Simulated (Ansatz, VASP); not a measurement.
# RbIr: VASP beside Ansatz

INCAR

```
PREC     = Accurate       # precision mode
ENCUT    = 500            # plane-wave cutoff, eV
EDIFF    = 1E-6           # SCF threshold, eV
ISMEAR   = 0              # smearing method
SIGMA    = 0.1            # smearing width, eV
LREAL    = F              # projectors in reciprocal space
LASPH    = T              # aspherical terms in the spheres
NELM     = 120            # most SCF steps
ALGO     = Normal         # electronic algorithm
ISIF     = 2              # what is computed and relaxed
LWAVE    = F              # write WAVECAR
LCHARG   = F              # write CHGCAR
GGA      = PE             # functional
NBANDS   = 26             # bands
GGA_COMPAT= F
```

File KPOINTS:

```
Automatic mesh
0
Gamma
  4 4 4
```

The input POSCAR:

```
RbIr
1.0
    0.0000000000      3.8827962753      3.8827962753
    3.8827962753      0.0000000000      3.8827962753
    3.8827962753      3.8827962753      0.0000000000
Rb Ir
2 2
Direct
    0.5000000000      0.5000000000      0.5000000000
    0.7500000000      0.7500000000      0.7500000000
    0.0000000000      0.0000000000      0.0000000000
    0.2500000000      0.2500000000      0.2500000000
```

Input for Ansatz:

```yaml
crystal:
  lattice:
    - [0.0, 3.8827962753, 3.8827962753]
    - [3.8827962753, 0.0, 3.8827962753]
    - [3.8827962753, 3.8827962753, 0.0]
  atoms:
    - { symbol: Rb, position: [0.5, 0.5, 0.5] }
    - { symbol: Rb, position: [0.75, 0.75, 0.75] }
    - { symbol: Ir, position: [0.0, 0.0, 0.0] }
    - { symbol: Ir, position: [0.25, 0.25, 0.25] }
basis:
  ecutwfc: 420
kpoints:
  mp_grid: { grid: [4, 4, 4] }
hamiltonian:
  xc: pbe
scf:
  occupations: { method: gaussian, width: 0.1 }
  lower_state_search: "off"
output:
  forces: true
  stress: true
  eigenvalues: true
```

Alike in both runs: task single point; functional PBE; k mesh 4 × 4 × 4; occupations gaussian, width 0.1 eV; no spin polarisation.

```csv
,VASP,Ansatz
version,VASP 6.6.1,Ansatz 0.2.0
potentials or method,"VASP PAW PBE potentials, release 64 (Rb_sv, Ir), cutoff 500 eV","scalar-relativistic, plane waves, PAW"
valence electrons in the cell,36,52
```

```csv
,VASP,Ansatz,Ansatz less VASP
gap on the k mesh at the Fermi level (eV),none,none,-
pressure (GPa),-5.3,-5.4,-0.08
```

A gap of «none» marks a metal or a gap that the smearing closes. With one functional, cell and mesh, what is left measures potentials, basis and numerics. VASP's potentials hold 36 valence electrons a cell and Ansatz's 52, so a difference there can come from the potentials and not from the codes.

Spin-orbit coupling is off throughout.
